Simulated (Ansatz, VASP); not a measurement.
**Sb in VASP and in Ansatz**

```xyz
1
Lattice="0.0000 2.2659 2.2659 2.2659 0.0000 2.2659 2.2659 2.2659 0.0000" Properties=species:S:1:pos:R:3 pbc="T T T"
Sb    0.0000    0.0000    0.0000
```

Change from the starting cell: volume scaled by 0.95, PAW files.

Alike in both runs: task electric field gradients; functional PBE; k mesh 12 × 12 × 12; occupations fermi-dirac, width 0.05 eV; no spin polarisation.

|  | VASP | Ansatz |
| --- | --- | --- |
| version | VASP 6.6.1 | Ansatz 0.2.0 |
| potentials or method | VASP PAW PBE potentials, release 64 (Sb) | PAW with Ansatz's default frozen-core files, scalar-relativistic |
| plane-wave cutoff (eV) | 520 | 420 |
| valence electrons in the cell | 5 | 15 |

|  | VASP | Ansatz | Ansatz less VASP |
| --- | --- | --- | --- |
| pressure (GPa) | 14.0 | 14.1 | +0.11 |

The functional is the same, so the differences come from potentials, cutoffs and numerics. VASP's potentials hold 5 valence electrons a cell and Ansatz's 15, so a difference there can come from the potentials and not from the codes.

Neither program's run includes spin-orbit coupling.
